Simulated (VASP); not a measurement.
# TePb (P1) in VASP: single point with PBEsol

Aim: the single point of TePb with PBEsol.

Everything below comes from runs of VASP 6.6.1. Logs are shortened: lines on timing, memory, paths and dates and some standing lists are left out, and cuts for length are marked.

### 1 The cell of the first run

The typed cell holds 32 atoms: a = 11.164 Å, b = 11.164 Å, c = 11.164 Å, α = 109.47°, β = 109.47°, γ = 109.47°.

### 2 Single point, PBEsol

Contents of INCAR:

```
SYSTEM = TePb
ALGO     = Normal         ! electronic algorithm
EDIFF    = 1E-6           ! SCF threshold, eV
ENCUT    = 520            ! plane-wave cutoff, eV
GGA      = PS             ! functional
ISIF     = 2              ! what is computed and relaxed
ISMEAR   = 0              ! smearing method
LASPH    = .True.         ! aspherical terms in the spheres
LCHARG   = .False.        ! write CHGCAR
LREAL    = Auto         
LUSENCCL = .False.      
LWAVE    = .False.        ! write WAVECAR
NBANDS   = 182            ! bands
NELM     = 80             ! most SCF steps
PREC     = Accurate       ! precision mode
SIGMA    = 0.02           ! smearing width, eV
```

Contents of KPOINTS:

```
Automatic mesh
0
Gamma
  2 2 2
  0.5 0.5 0.5
```

Contents of POSCAR:

```
TePb
1.0
   -6.4455049046     -6.4455049046      6.4455049046
    6.4455049046     -6.4455049046     -6.4455049046
    6.4455049046      6.4455049046      6.4455049046
Te Pb
16 16
Direct
    0.2486709148     -0.0018335216      0.7500556392
   -0.0016504409     -0.0021324445     -0.0003900885
    0.4985405218      0.7482183615      0.7498979979
    0.2483833653      0.7481225438     -0.0001251247
   -0.0015043773      0.7480742940      0.2499255320
    0.7486668372     -0.0019272681      0.2500672784
    0.4983166435     -0.0019770124      0.4997061567
   -0.0012149013      0.2482312021      0.7501284393
    0.7484288449      0.4981344793      0.7497676714
    0.4983400465      0.4979410398     -0.0002097856
    0.2483155916      0.4981813122      0.2498106981
   -0.0015539079      0.4978864062      0.4997007710
    0.7481762945      0.7478439756      0.4996925197
    0.7483098508      0.2480278360     -0.0002879623
    0.4986605676      0.2481717100      0.2500672175
    0.2481684945      0.2479537754      0.4998336888
    0.2485904392      0.7483260544      0.4999319708
   -0.0014753677      0.7478309086      0.7493739669
    0.4980267489      0.4979040270      0.4995675220
    0.2486950657      0.4983658984      0.7497929630
   -0.0016169169      0.4981418065     -0.0003215057
    0.7485021728      0.7479825046     -0.0002851076
    0.4984688245      0.7480489473      0.2495252579
   -0.0015124013     -0.0022445885      0.4999892355
    0.7488007646      0.2480324905      0.5001226133
    0.4985906823      0.2482453547      0.7495570210
    0.2486996017      0.2480034405      0.0000574403
   -0.0016648959      0.2478569198      0.2492742122
    0.7485897430      0.4980714366      0.2495825302
    0.7485611478     -0.0017753742      0.7495609707
    0.4987897003     -0.0018853288      0.0001180757
    0.2484993377     -0.0017190156      0.2497789739
```

Potentials or basis: VASP PAW PBE potentials, release 64 (Te, Pb_d).

Launch:

```bash
$ cat potpaw_PBE.64/Te/POTCAR potpaw_PBE.64/Pb_d/POTCAR > POTCAR
$ mpirun -np 1 vasp_std > vasp.out
```

OUTCAR:

```text
SYSTEM = TePb
   EDIFF = 1E-6
   ENCUT = 520
   GGA = PS
   ISIF = 2
   ISMEAR = 0
   LASPH = .True.
   LREAL = Auto
   NELM = 80
   PREC = Accurate

 ion  position               nearest neighbor table
   1  0.249  0.998  0.750-  18 3.22  27 3.22  24 3.22  17 3.22  31 3.22  26 3.23
   2  0.998  0.998  1.000-  28 3.22  22 3.22  32 3.22  27 3.22  30 3.22  18 3.23
   3  0.499  0.748  0.750-  20 3.22  31 3.22  22 3.22  17 3.22  19 3.22  30 3.23
   4  0.248  0.748  1.000-  21 3.22  23 3.22  32 3.22  18 3.22  20 3.22  31 3.22
   5  0.998  0.748  0.250-  29 3.22  24 3.22  17 3.22  21 3.22  22 3.22  32 3.23
   6  0.749  0.998  0.250-  23 3.22  31 3.22  25 3.22  24 3.22  28 3.22  22 3.22
[... 24 lines left out ...]
  31  0.499  0.998  0.000-  14 3.22   3 3.22   6 3.22  15 3.22   4 3.22   1 3.22
  32  0.248  0.998  0.250-  15 3.22   2 3.22   4 3.22   7 3.22  16 3.22   5 3.23

  LATTYP: Found a body centered cubic cell.
 ALAT       =    12.8910098092

  Lattice vectors:

 A1 = (  -6.4455049046,  -6.4455049046,   6.4455049046)
 A2 = (   6.4455049046,  -6.4455049046,  -6.4455049046)
 A3 = (   6.4455049046,   6.4455049046,   6.4455049046)

Analysis of symmetry for initial positions (statically):
=====================================================================
 Subroutine PRICEL returns:
 Original cell was already a primitive cell.

 Routine SETGRP: Setting up the symmetry group for a
 body centered cubic supercell.

 Subroutine GETGRP returns: Found  1 space group operations
 (whereof  1 operations were pure point group operations)
 out of a pool of 48 trial point group operations.

The static configuration has the point symmetry C_1 .

Analysis of symmetry for dynamics (positions and initial velocities):
=====================================================================
 Subroutine PRICEL returns:
 Original cell was already a primitive cell.

 Routine SETGRP: Setting up the symmetry group for a
 body centered cubic supercell.

 Subroutine GETGRP returns: Found  1 space group operations
 (whereof  1 operations were pure point group operations)
 out of a pool of 48 trial point group operations.

The dynamic configuration has the point symmetry C_1 .

 Subroutine INISYM returns: Found  1 space group operations
 (whereof  1 operations are pure point group operations),
 and found     1 'primitive' translations

----------------------------------------------------------------------------------------

                                     Primitive cell

  volume of cell :    1071.1020

  direct lattice vectors                    reciprocal lattice vectors
    -6.445504905 -6.445504905  6.445504905     0.000000000 -0.077573442  0.077573442
     6.445504905 -6.445504905 -6.445504905     0.077573442 -0.077573442  0.000000000
     6.445504905  6.445504905  6.445504905     0.077573442  0.000000000  0.077573442

  length of vectors
    11.163941975 11.163941975 11.163941975     0.109705414  0.109705414  0.109705414

  position of ions in fractional coordinates (direct lattice)
     0.248670915  0.998166478  0.750055639
     0.998349559  0.997867556  0.999609912
     0.498540522  0.748218362  0.749897998
     0.248383365  0.748122544  0.999874875
     0.998495623  0.748074294  0.249925532
     0.748666837  0.998072732  0.250067278
[... 24 lines left out ...]
     0.498789700  0.998114671  0.000118076
     0.248499338  0.998280984  0.249778974

  ion indices of the primitive-cell ions
   primitive index   ion index
                 1           1
                 2           2
                 3           3
                 4           4
                 5           5
                 6           6
[... 24 lines left out ...]
                31          31
                32          32

----------------------------------------------------------------------------------------

 KPOINTS: Automatic mesh

Automatic generation of k-mesh.
 Grid dimensions read from file:
 generate k-points for:    2    2    2

 Generating k-lattice:

  Cartesian coordinates                     Fractional coordinates (reciprocal lattice)
     0.000000000 -0.038786721  0.038786721     0.500000000  0.000000000  0.000000000
     0.038786721 -0.038786721  0.000000000     0.000000000  0.500000000  0.000000000
     0.038786721  0.000000000  0.038786721     0.000000000  0.000000000  0.500000000

  Length of vectors
     0.054852707  0.054852707  0.054852707

  Shift w.r.t. Gamma in fractional coordinates (k-lattice)
     0.500000000  0.500000000  0.500000000

 Subroutine IBZKPT returns following result:
 ===========================================

 Found      4 irreducible k-points:

 Following reciprocal coordinates:
            Coordinates               Weight
  0.250000  0.250000  0.250000      2.000000
 -0.250000  0.250000  0.250000      2.000000
  0.250000 -0.250000  0.250000      2.000000
  0.250000  0.250000 -0.250000      2.000000
   k-points           NKPTS =      4   k-points in BZ     NKDIM =      4   number of bands    NBANDS=    182
   number of dos      NEDOS =    301   number of ions     NIONS =     32
   total plane-waves  NPLWV = 592704
   dimension x,y,z NGX =    84 NGY =   84 NGZ =   84
   dimension x,y,z NGXF=   168 NGYF=  168 NGZF=  168
   ions per type =              16  16
   NGX,Y,Z   is equivalent  to a cutoff of  12.51, 12.51, 12.51 a.u.
   NGXF,Y,Z  is equivalent  to a cutoff of  25.02, 25.02, 25.02 a.u.
 SYSTEM =  TePb
   PREC   = accura    normal or accurate (medium, high low for compatibility)
   ISTART =      0    job   : 0-new  1-cont  2-samecut
   ICHARG =      2    charge: 1-file 2-atom 10-const
   ISPIN  =      1    spin polarized calculation?
   LNONCOLLINEAR =      F non collinear calculations
   LSORBIT =      F    spin-orbit coupling
   LASPH  =      T    aspherical Exc in radial PAW
   ENCUT  =  520.0 eV  38.22 Ry    6.18 a.u.  20.76 20.76 20.76*2*pi/ulx,y,z
   NELM   =     80;   NELMIN=  2; NELMDL= -5     # of ELM steps
   EDIFF  = 0.1E-05   stopping-criterion for ELM
   LREAL  =      T    real-space projection
   EDIFFG = 0.1E-04   stopping-criterion for IOM
   NSW    =      0    number of steps for IOM
   IBRION =     -1    ionic relax: 0-MD 1-quasi-New 2-CG
   NFREE  =      0    steps in history (QN), initial steepest desc. (CG)
   ISIF   =      2    stress and relaxation
   ISYM   =      2    0-nonsym 1-usesym 2-fastsym
   POTIM  = 0.5000    time-step for ionic-motion
   TEBEG  =    0.0;   TEEND  =   0.0 temperature during run
   PSTRESS=    0.0 pullay stress
   NELECT =     320.0000    total number of electrons
   NUPDOWN=      -1.0000    fix difference up-down
   EMIN   =  10.00;   EMAX   =-10.00  energy-range for DOS
   EFERMI =   0.00;   METHOD = LEGACY
   ISMEAR =     0;   SIGMA  =   0.02  broadening in eV -4-tet -1-fermi 0-gaus
   EFERMI_NEDOS =   21; number of points for ismear=-14 and -15
   IALGO  =     38    algorithm
   IMIX   =      4    mixing-type and parameters
     AMIX     =   0.40;   BMIX     =  1.00
     AMIX_MAG =   1.60;   BMIX_MAG =  1.00
  volume/ion in A,a.u.               =      33.47       225.88
  Fermi-wavevector in a.u.,A,eV,Ry     =   1.094413  2.068141 16.296238  1.197740
  Thomas-Fermi vector in A             =   2.230717
   LORBIT       =      0    0 simple, 1 ext, 2 COOP (PROOUT), +10 PAW based schemes
   GGA     = PS    functional components
   LHFCALC =     F    Hartree Fock is set to
   AEXX    =    0.0000 exact exchange contribution
   IVDW    =     0    specifies the selected vdW correction
   LEPSILON=     F    determine dielectric tensor
   LRPA    =     F    only Hartree local field effects (RPA)
 non-spin polarized calculation
 Gauss-broadening in eV      SIGMA  =   0.02
  energy-cutoff  :      520.00
  volume of cell :     1071.10
 maximum number of plane-waves:     28812
   NGX = 41   NGY = 41   NGZ = 41

 number of electron     320.0000033 magnetization

 Free energy of the ion-electron system (eV)
  ---------------------------------------------------
  ext. energy  EPLUGINS =         0.00000000
  ---------------------------------------------------
  free energy    TOTEN  =      -132.13535184 eV

  energy without entropy =     -132.13535184  energy(sigma->0) =     -132.13535184

 E-fermi :   5.2199     XC(G=0):  -9.5069

 val. band max:        5.0990155967   @ k =  -0.2500   0.2500   0.2500
 cond. band min:       6.7688970007   @ k =   0.2500  -0.2500   0.2500
 fundamental gap:      1.6698814041
 Fermi energy:         5.2199325562

 k-point     1 :       0.2500    0.2500    0.2500
  band No.  band energies     occupation
      1     -11.1235      2.00000
      2     -11.1235      2.00000
      3     -11.1234      2.00000
      4     -11.1233      2.00000
      5     -11.1233      2.00000
      6     -11.1232      2.00000
[... 164 lines left out ...]
    171       7.9805      0.00000
    172       7.9809      0.00000

 k-point     2 :      -0.2500    0.2500    0.2500
  band No.  band energies     occupation
      1     -11.1413      2.00000
      2     -11.1413      2.00000
      3     -11.1374      2.00000
      4     -11.1214      2.00000
      5     -11.1213      2.00000
      6     -11.1212      2.00000
[... 164 lines left out ...]
    171       7.0569      0.00000
    172       7.0573      0.00000

 k-point     3 :       0.2500   -0.2500    0.2500
  band No.  band energies     occupation
      1     -11.1413      2.00000
      2     -11.1413      2.00000
      3     -11.1374      2.00000
      4     -11.1214      2.00000
      5     -11.1213      2.00000
      6     -11.1213      2.00000
[... 164 lines left out ...]
    171       7.0571      0.00000
    172       7.0573      0.00000

 k-point     4 :       0.2500    0.2500   -0.2500
  band No.  band energies     occupation
      1     -11.1413      2.00000
      2     -11.1413      2.00000
      3     -11.1374      2.00000
      4     -11.1213      2.00000
      5     -11.1213      2.00000
      6     -11.1213      2.00000
[... 164 lines left out ...]
    171       7.0569      0.00000
    172       7.0571      0.00000
 [bands above 172 left out]

------------------------ aborting loop because EDIFF is reached ----------------------------------------

  FORCE on cell =-STRESS in cart. coord.  units (eV):
  Direction    XX          YY          ZZ          XY          YZ          ZX
  --------------------------------------------------------------------------------------
  -------------------------------------------------------------------------------------
  Total       -1.3250095     -1.3030808     -1.3448562     -0.0041818     -0.0015146     -0.0041842
  in kB       -1.9819777     -1.9491762     -2.0116648     -0.0062553     -0.0022655     -0.0062588
  external PRESSURE =      -1.9809396 kB  Pullay stress =       0.0000000 kB

 VOLUME and BASIS-vectors are now :
 -----------------------------------------------------------------------------
  energy-cutoff  :      520.00
  volume of cell :     1071.10
      direct lattice vectors                 reciprocal lattice vectors
    -6.445504905 -6.445504905  6.445504905     0.000000000 -0.077573442  0.077573442
     6.445504905 -6.445504905 -6.445504905     0.077573442 -0.077573442  0.000000000
     6.445504905  6.445504905  6.445504905     0.077573442  0.000000000  0.077573442

 POSITION                                       TOTAL-FORCE (eV/Angst)
 -----------------------------------------------------------------------------------
      9.66536     -3.20201      0.00361         0.001682     -0.001369     -0.001298
      6.43988     -6.42364      6.44610         0.003253     -0.000755     -0.000370
      6.44277     -3.20252      3.22417         0.001142     -0.000629      0.000967
      9.66577      0.02171      3.22363         0.000235     -0.002618     -0.001122
     -0.00320     -9.64663      3.22499         0.001709     -0.004174     -0.002903
      3.21936     -9.64681      0.00426         0.000751     -0.002469     -0.004844
[... 24 lines left out ...]
      3.21916     -9.64754     -3.21764         0.000924      0.000296     -0.001591
      6.44267     -6.42618     -3.22277        -0.004411      0.002331     -0.000768
 -----------------------------------------------------------------------------------
    total drift:                               -0.000581     -0.088548     -0.007627

  FREE ENERGIE OF THE ION-ELECTRON SYSTEM (eV)
  ---------------------------------------------------
  free  energy   TOTEN  =      -132.1353518385 eV

  energy  without entropy=     -132.1353518385  energy(sigma->0) =     -132.13535184
```

Wall time 2.8 min (1 × NVIDIA H100 80GB with 1 thread of AMD EPYC 7R13 (Zen 3), shared host); peak memory 2 GiB.

Results:

* Free energy: -132.1354 eV
* Pressure: -0.2 GPa
* Largest force: 0.010 eV/Å
* Band gap on the k mesh: 1.67 eV

Forces in eV/Å, atoms in the order of the input:
```
Te   0.002 -0.001 -0.001
Te   0.003 -0.001  0.000
Te   0.001 -0.001  0.001
Te   0.000 -0.003 -0.001
Te   0.002 -0.004 -0.003
Te   0.001 -0.002 -0.005
Te   0.002 -0.003  0.002
Te  -0.001  0.000 -0.004
Te   0.001  0.000 -0.001
Te   0.001 -0.004  0.000
Te  -0.001 -0.002  0.002
Te   0.003 -0.002 -0.002
Te   0.002 -0.001  0.002
Te   0.000 -0.003  0.001
Te   0.000  0.000 -0.001
Te   0.000 -0.003  0.000
Pb  -0.005  0.006  0.005
Pb   0.000 -0.001 -0.002
Pb   0.000 -0.002  0.004
Pb  -0.004  0.005  0.003
Pb  -0.005  0.004  0.001
Pb   0.001  0.001  0.001
Pb  -0.002  0.004  0.002
Pb   0.003 -0.004 -0.002
Pb   0.000 -0.003 -0.003
Pb  -0.003  0.008 -0.001
Pb   0.002 -0.002 -0.001
Pb   0.001  0.000  0.003
Pb   0.001  0.006  0.002
Pb  -0.004  0.006  0.001
Pb   0.001  0.000 -0.002
Pb  -0.004  0.002 -0.001
```

Levels at points of the mesh, in eV from the valence-band top:
```tsv
k point	band 156	band 157	band 158	band 159	band 160	band 161	band 162	band 163	band 164	band 165
(0.25, 0.25, 0.25)	-0.74	-0.21	-0.21	-0.21	-0.21	2.53	2.53	2.53	2.53	2.88
```

Caveat: the PAW data sets were made with another functional, which shifts forces and pressure a little; spin-orbit coupling is left out, which moves the levels of the heavy elements; a shifted mesh leaves out Γ, where band edges can lie. A k mesh can miss the band edges.
